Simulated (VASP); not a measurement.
Input of a VASP 6.6.1 run:

The input INCAR:

```
PREC = Accurate ; ENCUT = 600
EDIFF = 1E-7 ; ISMEAR = 0
SIGMA = 0.1 ; LREAL = F
LASPH = T ; NELM = 100
ALGO = Normal ; ISIF = 3
LWAVE = F ; LCHARG = F
GGA = PE ; IBRION = 2
NSW = 90 ; EDIFFG = -0.04
```

File KPOINTS:

```
regular mesh
0
Gamma
  6 6 2
```

POSCAR

```
ScBSbP3
1.0
    4.0074353400      0.0000000000      0.0000000000
   -2.0037176700      3.4705408100      0.0000000000
    0.0000000000      0.0000000000      9.9755017800
Sc B Sb P
1 1 1 3
Direct
    0.3333333300      0.6666666700      0.1782645800
    0.0000000000      0.0000000000      0.5716175000
    0.6666666700      0.3333333300      0.8063633100
    0.0000000000      0.0000000000      0.2927518600
    0.0000000000      0.0000000000      0.7661815500
    0.3333333300      0.6666666700      0.7606318000
```

Potentials or basis: VASP PAW PBE potentials, release 64 (Sc_sv, B, Sb, P).

The run is started by

```sh
$ cat potpaw_PBE.64/Sc_sv/POTCAR potpaw_PBE.64/B/POTCAR potpaw_PBE.64/Sb/POTCAR potpaw_PBE.64/P/POTCAR > POTCAR
$ mpirun -np 1 vasp_std > vasp.out
```

**Question.** Predict the relaxed cell.

**Answer.** a = 4.583 Å, b = 4.583 Å, c = 7.242 Å, α = 90.00°, β = 90.00°, γ = 120.00°.

**Question.** What does it give for the space group after relaxing (to 0.1 Å)?

**Answer.** P3m1 (No. 156).

The path:
```csv
step,energy change (eV),largest force (eV/Å),pressure (GPa),volume (Å³)
1,0.0000,4.4347,20.62,138.74
4,-5.0810,4.3674,-3.43,165.36
7,-5.5297,16.2844,4.73,142.25
10,-6.0086,13.4455,3.26,142.79
13,-6.3587,12.7028,7.06,133.97
16,-7.3985,6.7689,2.41,133.95
19,-7.6771,3.5680,2.10,134.32
22,-7.8704,1.0292,-1.21,136.92
25,-7.9446,0.9694,-1.17,135.79
28,-8.0663,3.8916,0.76,125.20
31,-8.2789,1.2606,-0.18,127.65
34,-8.3265,0.7240,0.55,125.84
37,-8.3462,0.6253,0.33,127.65
40,-8.3806,1.0093,-1.58,133.74
43,-8.4121,0.7147,-1.35,133.24
46,-8.5319,1.3361,-2.68,143.76
49,-8.5924,1.1762,-0.71,145.40
52,-8.6682,0.4357,-0.39,140.58
55,-8.6983,0.4604,0.56,136.82
58,-8.7515,0.4869,-0.09,135.82
61,-8.7708,0.3615,-0.07,135.11
64,-8.7865,0.2578,-0.12,134.21
67,-8.7921,0.1984,-0.09,133.37
70,-8.7987,0.1061,0.70,131.36
73,-8.8062,0.1920,0.03,132.04
76,-8.8077,0.0707,0.00,132.29
79,-8.8090,0.0728,-0.23,132.55
82,-8.8098,0.0648,0.09,131.87
85,-8.8104,0.0558,0.04,131.74
86,-8.8108,0.0339,0.03,131.71
```

Caveat: a cell axis changed by over 15 % at a fixed basis, so the end point is rough.
